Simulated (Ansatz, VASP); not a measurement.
# Two plane-wave programs on BN

The input INCAR:

```
SYSTEM = BN
  PREC = Accurate
  ENCUT = 520
  EDIFF = 1E-6
  ISMEAR = 0
  SIGMA = 0.05
  LREAL = .FALSE.
  LASPH = .TRUE.
  NELM = 60
  ALGO = Normal
  ISIF = 2
  LWAVE = .FALSE.
  LCHARG = .TRUE.
  GGA = PE
  IVDW = 12
  LELF = .TRUE.
  LVHAR = .TRUE.
  NBANDS = 11
```

File KPOINTS:

```
regular mesh
0
G
  12 12 12
  0 0 0
```

POSCAR

```
BN
1.0
    0.0000000000      3.4953158300      2.1660912400
    1.2516321000      0.0000000000      2.1660912400
    1.2516321000      3.4953158300      0.0000000000
B N
1 1
Direct
    0.0000486500      0.0000486500      0.9999513500
    0.6666513400      0.6666513400      0.3333486600
```

Input for Ansatz:

```yaml
crystal:
  lattice:
    - [0.0, 3.49531583, 2.16609124]
    - [1.2516321, 0.0, 2.16609124]
    - [1.2516321, 3.49531583, 0.0]
  atoms:
    - { symbol: B, position: [4.865e-05, 4.865e-05, 0.99995135] }
    - { symbol: "N", position: [0.66665134, 0.66665134, 0.33334866] }
basis:
  ecutwfc: 420
kpoints:
  mp_grid: { grid: [12, 12, 12] }
hamiltonian:
  xc: pbe
  dispersion: d3bj
scf:
  occupations: { method: gaussian, width: 0.05 }
output:
  forces: true
  stress: true
  eigenvalues: true
```

Alike in both runs: task single point; functional PBE; dispersion D3(BJ); k mesh 12 × 12 × 12; occupations gaussian, width 0.05 eV; no spin polarisation.

```csv
,VASP,Ansatz
version,VASP 6.6.1,Ansatz 0.2.0
potentials or method,"VASP PAW PBE potentials, release 64 (B, N), cutoff 520 eV","scalar-relativistic, plane waves, PAW"
valence electrons in the cell,8,8
```

Ansatz gave:

| Quantity | Value |
| --- | --- |
| gap on the k mesh at the Fermi level (eV) | 3.85 |
| least direct gap on the mesh (eV) | 4.56 |
| pressure (GPa) | 0.8 |
| traceless stress, the component that is largest in VASP (GPa) | -1.83 |
| rms of the force components (eV/Å) | 0.005 |

Which values does VASP return?

gap on the k mesh at the Fermi level (eV): 3.85; least direct gap on the mesh (eV): 4.55; pressure (GPa): 0.9; traceless stress, the component that is largest in VASP (GPa): -2.03; rms of the force components (eV/Å): 0.005.

Atom by atom the forces differ by 0.000 eV/Å (rms over components).
